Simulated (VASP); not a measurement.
**Ca: single point with LDA**

Crystal: Ca.

```
Ca
1.0
     3.24645    0.00000    0.00000
     0.00000    3.24645    0.00000
     0.00000    0.00000    3.24645
Ca
1
Direct
  0.00000 0.00000 0.00000
```

This isn't the form of Ca at room conditions, which is fcc.

```json
{
  "Program": "VASP 6.6.1",
  "Task": "single point",
  "Functional": "LDA",
  "Potentials or basis": "VASP PAW LDA potentials, release 64 (Ca_sv)",
  "Cutoff": "520 eV",
  "k mesh": "11 × 11 × 11",
  "Occupations": "fermi-dirac, width 0.08 eV",
  "Spin": "no spin polarisation",
  "Dipole correction": "no",
  "Further INCAR settings": "ALGO = Normal; EDIFF = 1e-07; NBANDS = 11"
}
```

| Property | Result |
| --- | --- |
| Pressure | 1.6 GPa |
| Band gap on the k mesh | zero (bands 5 and 6 overlap by 0.47 eV) |

Levels at points of the mesh, in eV from the Fermi level:
| k point | band 2 | band 3 | band 4 | band 5 | band 6 | band 7 | band 8 | band 9 |
| --- | --- | --- | --- | --- | --- | --- | --- | --- |
| (0.00, 0.00, 0.00) | -22.39 | -22.39 | -22.39 | -4.13 | 0.66 | 0.66 | 4.86 | 4.86 |

Wall time 4.1 s on 1 thread of Intel(R) Xeon(R) 6975P-C (Granite Rapids) (shared host), peak memory 0.13 GiB.
